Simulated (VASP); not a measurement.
# Si2Mo (P6_222) in VASP: notebook

Si2Mo is run at these levels: PBE; tasks: single point.

Program: VASP 6.6.1. These are calculated values, not measurements. Logs are shortened: lines on timing, memory, paths and dates and some standing lists are left out, and cuts for length are marked.

## Step 1: The cell of the first run

It takes space group P6_222 (No. 180, hexagonal). The conventional cell has a = 4.613 Å, b = 4.613 Å, c = 6.609 Å, α = 90.00°, β = 90.00°, γ = 120.00°. Si (site symmetry 2) has 9 Si at 2.56 to 3.22 Å and 5 Mo at 2.58 to 2.68 Å within 3.4 Å. Mo (site symmetry 222) has 10 Si at 2.58 to 2.68 Å and 4 Mo at 3.19 Å within 3.4 Å.

## Step 2: Single point, PBE

Input file INCAR:

```
SYSTEM = Si2Mo
PREC     = Accurate       ! precision mode
ENCUT    = 520            ! plane-wave cutoff, eV
EDIFF    = 1E-6           ! SCF threshold, eV
ISMEAR   = 0              ! smearing method
SIGMA    = 0.01           ! smearing width, eV
LREAL    = .False.        ! projectors in reciprocal space
LASPH    = .True.         ! aspherical terms in the spheres
NELM     = 80             ! most SCF steps
ALGO     = Normal         ! electronic algorithm
ISIF     = 2              ! what is computed and relaxed
LWAVE    = .False.        ! write WAVECAR
LCHARG   = .False.        ! write CHGCAR
GGA      = PE             ! functional
NBANDS   = 43             ! bands
```

Input file KPOINTS:

```
Automatic mesh
0
Gamma
  12 12 6
  0 0 0
```

Input file POSCAR:

```
Si2Mo
1.0
    4.6130238169      0.0000000000      0.0000000000
   -2.3065119085      3.9949958136      0.0000000000
    0.0000000000      0.0000000000      6.6094665263
Si Mo
6 3
Direct
    0.1639790379      0.8360209621      0.8333333333
    0.3279580758      0.1639790379      0.1666666667
    0.8360209621      0.6720419242      0.5000000000
    0.8360209621      0.1639790379      0.8333333333
    0.6720419242      0.8360209621      0.1666666667
    0.1639790379      0.3279580758      0.5000000000
    0.5000000000      0.0000000000      0.5000000000
    0.0000000000      0.5000000000      0.1666666667
    0.5000000000      0.5000000000      0.8333333333
```

Potentials or basis: VASP PAW PBE potentials, release 64 (Si, Mo_sv).

Launch:

```sh
$ cat potpaw_PBE.64/Si/POTCAR potpaw_PBE.64/Mo_sv/POTCAR > POTCAR
$ mpirun -np 1 vasp_std > vasp.out
```

OUTCAR:

```text
SYSTEM = Si2Mo
   PREC = Accurate
   ENCUT = 520
   EDIFF = 1E-6
   ISMEAR = 0
   LREAL = .False.
   LASPH = .True.
   NELM = 80
   ISIF = 2
   GGA = PE

 ion  position               nearest neighbor table
   1  0.164  0.836  0.833-   3 2.56   2 2.56   7 2.58   8 2.58   4 2.62   9 2.65   9 2.65   9 2.68
                             4 2.69   4 2.69
   2  0.328  0.164  0.167-   6 2.56   1 2.56   7 2.58   9 2.58   5 2.62   8 2.65   8 2.65   8 2.68
                             5 2.69   5 2.69
   3  0.836  0.672  0.500-   1 2.56   5 2.56   9 2.58   8 2.58   6 2.62   7 2.65   7 2.65   7 2.68
                             6 2.69   6 2.69
   4  0.836  0.164  0.833-   6 2.56   5 2.56   7 2.58   8 2.58   1 2.62   9 2.65   9 2.65   9 2.68
                             1 2.69   1 2.69
   5  0.672  0.836  0.167-   3 2.56   4 2.56   7 2.58   9 2.58   2 2.62   8 2.65   8 2.65   8 2.68
                             2 2.69   2 2.69
   6  0.164  0.328  0.500-   4 2.56   2 2.56   9 2.58   8 2.58   3 2.62   7 2.65   7 2.65   7 2.68
                             3 2.69   3 2.69
   7  0.500  0.000  0.500-   1 2.58   4 2.58   2 2.58   5 2.58   6 2.65   3 2.65   6 2.65   3 2.65
                             6 2.68   3 2.68   8 3.19   8 3.19   9 3.19   9 3.19
   8  0.000  0.500  0.167-   3 2.58   6 2.58   4 2.58   1 2.58   2 2.65   5 2.65   2 2.65   5 2.65
                             5 2.68   2 2.68   7 3.19   7 3.19   9 3.19   9 3.19
   9  0.500  0.500  0.833-   3 2.58   6 2.58   5 2.58   2 2.58   4 2.65   1 2.65   1 2.65   4 2.65
                             1 2.68   4 2.68   7 3.19   7 3.19   8 3.19   8 3.19

  LATTYP: Found a hexagonal cell.
 ALAT       =     4.6130238169
 C/A-ratio  =     1.4327839588

  Lattice vectors:

 A1 = (   4.6130238169,   0.0000000000,   0.0000000000)
 A2 = (  -2.3065119085,   3.9949958136,   0.0000000000)
 A3 = (   0.0000000000,   0.0000000000,   6.6094665263)

Analysis of symmetry for initial positions (statically):
=====================================================================
 Subroutine PRICEL returns:
 Original cell was already a primitive cell.

 Routine SETGRP: Setting up the symmetry group for a
 hexagonal supercell.

 Subroutine GETGRP returns: Found 12 space group operations
 (whereof  4 operations were pure point group operations)
 out of a pool of 24 trial point group operations.

The static configuration has the point symmetry D_2 .
 The point group associated with its full space group is D_6 .

Analysis of symmetry for dynamics (positions and initial velocities):
=====================================================================
 Subroutine PRICEL returns:
 Original cell was already a primitive cell.

 Routine SETGRP: Setting up the symmetry group for a
 hexagonal supercell.

[... 132 lines left out ...]
   EMIN   =  10.00;   EMAX   =-10.00  energy-range for DOS
   EFERMI =   0.00;   METHOD = LEGACY
   ISMEAR =     0;   SIGMA  =   0.01  broadening in eV -4-tet -1-fermi 0-gaus
   EFERMI_NEDOS =   21; number of points for ismear=-14 and -15
   IALGO  =     38    algorithm
   IMIX   =      4    mixing-type and parameters
     AMIX     =   0.40;   BMIX     =  1.00
     AMIX_MAG =   1.60;   BMIX_MAG =  1.00
  volume/ion in A,a.u.               =      13.53        91.33
  Fermi-wavevector in a.u.,A,eV,Ry     =   1.334648  2.522119 24.235849  1.781285
  Thomas-Fermi vector in A             =   2.463413
   LORBIT       =      0    0 simple, 1 ext, 2 COOP (PROOUT), +10 PAW based schemes
   GGA     = PE    functional components
   LHFCALC =     F    Hartree Fock is set to
   AEXX    =    0.0000 exact exchange contribution
   IVDW    =     0    specifies the selected vdW correction
   LEPSILON=     F    determine dielectric tensor
   LRPA    =     F    only Hartree local field effects (RPA)
 non-spin polarized calculation
 Gauss-broadening in eV      SIGMA  =   0.01
  energy-cutoff  :      520.00
  volume of cell :      121.81
 maximum number of plane-waves:      3303
 NGX is ok and might be reduce to    36
   NGX = 17   NGY = 17   NGZ = 25

 number of electron      66.0000000 magnetization

 Free energy of the ion-electron system (eV)
  ---------------------------------------------------
  ext. energy  EPLUGINS =         0.00000000
  ---------------------------------------------------
  free energy    TOTEN  =       -69.53952148 eV

  energy without entropy =      -69.53952147  energy(sigma->0) =      -69.53952148

 E-fermi :  12.6916     XC(G=0): -12.3816

 val. band max:       12.6637141466   @ k =   0.5000   0.0000   0.5000
 cond. band min:      12.7195734965   @ k =   0.5000   0.0000   0.0000
 fundamental gap:      0.0558593499
 Fermi energy:        12.6916435975

 k-point     1 :       0.0000    0.0000    0.0000
  band No.  band energies     occupation
      1     -48.4964      2.00000
      2     -48.4683      2.00000
      3     -48.4683      2.00000
      4     -22.7262      2.00000
      5     -22.7232      2.00000
      6     -22.7232      2.00000
[... 1093 lines left out ...]
     42      15.8977      0.00000
     43      16.3849      0.00000

 [... further k-points ...]

------------------------ aborting loop because EDIFF is reached ----------------------------------------

  FORCE on cell =-STRESS in cart. coord.  units (eV):
  Direction    XX          YY          ZZ          XY          YZ          ZX
  --------------------------------------------------------------------------------------
  -------------------------------------------------------------------------------------
  Total        0.1310098      0.1310098      0.1061956     -0.0000000      0.0000000      0.0000000
  in kB        1.7232406      1.7232406      1.3968464     -0.0000000      0.0000000      0.0000000
  external PRESSURE =       1.6144425 kB  Pullay stress =       0.0000000 kB

 VOLUME and BASIS-vectors are now :
 -----------------------------------------------------------------------------
  energy-cutoff  :      520.00
  volume of cell :      121.81
      direct lattice vectors                 reciprocal lattice vectors
     4.613023817  0.000000000  0.000000000     0.216777550  0.125156577  0.000000000
    -2.306511909  3.994995814  0.000000000     0.000000000  0.250313153  0.000000000
     0.000000000  0.000000000  6.609466526     0.000000000  0.000000000  0.151298141

 POSITION                                       TOTAL-FORCE (eV/Angst)
 -----------------------------------------------------------------------------------
     -1.17185      3.33990      5.50789        -0.002711      0.001565      0.000000
      1.13466      0.65510      1.10158        -0.002711     -0.001565      0.000000
      2.30651      2.68480      3.30473        -0.000000      0.003131      0.000000
      3.47837      0.65510      5.50789         0.002711     -0.001565      0.000000
      1.17185      3.33990      1.10158         0.002711      0.001565      0.000000
     -0.00000      1.31019      3.30473         0.000000     -0.003131      0.000000
      2.30651      0.00000      3.30473         0.000000      0.000000      0.000000
     -1.15326      1.99750      1.10158         0.000000      0.000000     -0.000000
      1.15326      1.99750      5.50789         0.000000      0.000000      0.000000
 -----------------------------------------------------------------------------------
    total drift:                               -0.000000     -0.000000     -0.000001

  FREE ENERGIE OF THE ION-ELECTRON SYSTEM (eV)
  ---------------------------------------------------
  free  energy   TOTEN  =       -69.5395214842 eV

  energy  without entropy=      -69.5395214681  energy(sigma->0) =      -69.53952148
```

stdout:

```text
POSCAR found type information on POSCAR SiMo
 POSCAR found :  2 types and       9 ions
 scaLAPACK will be used
 LDA part: xc-table for (Slater+PW92), standard interpolation
 POSCAR, INCAR and KPOINTS ok, starting setup
 FFT: planning ... GRIDC
 FFT: planning ... GRID_SOFT
 FFT: planning ... GRID
 WAVECAR not read
 entering main loop
```

Wall time 9.1 min (1 thread of AMD EPYC 7R13, shared host); peak memory 0.41 GiB.

What came out:

```yaml
Free_energy: -69.5395 eV
Pressure: 0.2 GPa
Largest_force: 0.003 eV/Å
Band_gap_on_the_k_mesh: 0.06 eV, indirect (least direct gap 0.52 eV)
```

Forces in eV/Å, atoms in the order of the input:
```
Si  -0.003  0.002  0.000
Si  -0.003 -0.002  0.000
Si   0.000  0.003  0.000
Si   0.003 -0.002  0.000
Si   0.003  0.002  0.000
Si   0.000 -0.003  0.000
Mo   0.000  0.000  0.000
Mo   0.000  0.000  0.000
Mo   0.000  0.000  0.000
```

A k mesh can miss the band edges.

## Step 3: Single point, PBE (volume scaled by 1.10, then relaxed in part)

Input file INCAR:

```
PREC = Accurate
ENCUT = 520
EDIFF = 1E-6
ISMEAR = 0
SIGMA = 0.01
LREAL = F
LASPH = T
NELM = 60
ALGO = Normal
ISIF = 2
LWAVE = F
LCHARG = F
GGA = PE
NBANDS = 43
```

Input file KPOINTS:

```
regular mesh
0
Gamma
  12 12 6
```

Input file POSCAR:

```
Si2Mo
1.0
    4.7757402609      0.0000000000      0.0000000000
   -2.3878701305      4.1359123878      0.0000000000
    0.0000000000      0.0000000000      6.7834259567
Si Mo
6 3
Direct
    0.1643528042      0.8356471958      0.8333333333
    0.3287056083      0.1643528042      0.1666666667
    0.8356471958      0.6712943917      0.5000000000
    0.8356471958      0.1643528042      0.8333333333
    0.6712943917      0.8356471958      0.1666666667
    0.1643528042      0.3287056083      0.5000000000
    0.5000000000      0.0000000000      0.5000000000
    0.0000000000      0.5000000000      0.1666666667
    0.5000000000      0.5000000000      0.8333333333
```

Potentials or basis: VASP PAW PBE potentials, release 64 (Si, Mo_sv).

Launch:

```sh
$ cat potpaw_PBE.64/Si/POTCAR potpaw_PBE.64/Mo_sv/POTCAR > POTCAR
$ mpirun -np 1 vasp_std > vasp.out
```

Wall time 4.9 min (1 thread of Intel Xeon Platinum 8259CL at 2.50GHz (Skylake/Cascade Lake), shared host); peak memory 0.46 GiB.

It converged, with:

* Free energy: -68.8957 eV
* Pressure: -15.7 GPa
* Largest force: 0.004 eV/Å
* Band gap on the k mesh: 0.08 eV, indirect (least direct gap 0.40 eV)

Forces on the atoms (eV/Å):
```
Si  -0.004  0.002  0.000
Si  -0.004 -0.002  0.000
Si   0.000  0.004  0.000
Si   0.004 -0.002  0.000
Si   0.004  0.002  0.000
Si   0.000 -0.004  0.000
Mo   0.000  0.000  0.000
Mo   0.000  0.000  0.000
Mo   0.000  0.000  0.000
```

Stress tensor (GPa, compression positive):
```
-15.63   0.00   0.00
  0.00 -15.63   0.00
  0.00   0.00 -15.76
```

Levels at points of the mesh, in eV from the valence-band top:
```csv
k point,band 30,band 31,band 32,band 33,band 34,band 35,band 36,band 37
"(0.00, 0.00, 0.00)",-2.76,-2.60,-2.00,-0.65,1.67,1.81,1.96,1.96
"(0.50, 0.00, 0.00)",-1.82,-1.31,-0.92,-0.55,0.08,0.59,0.69,1.11
"(0.00, 0.00, 0.50)",-2.21,-2.03,-0.58,-0.58,1.44,1.76,1.76,1.90
"(0.50, 0.00, 0.50)",-2.44,-1.71,-1.14,0.00,0.40,0.91,1.11,1.15
```
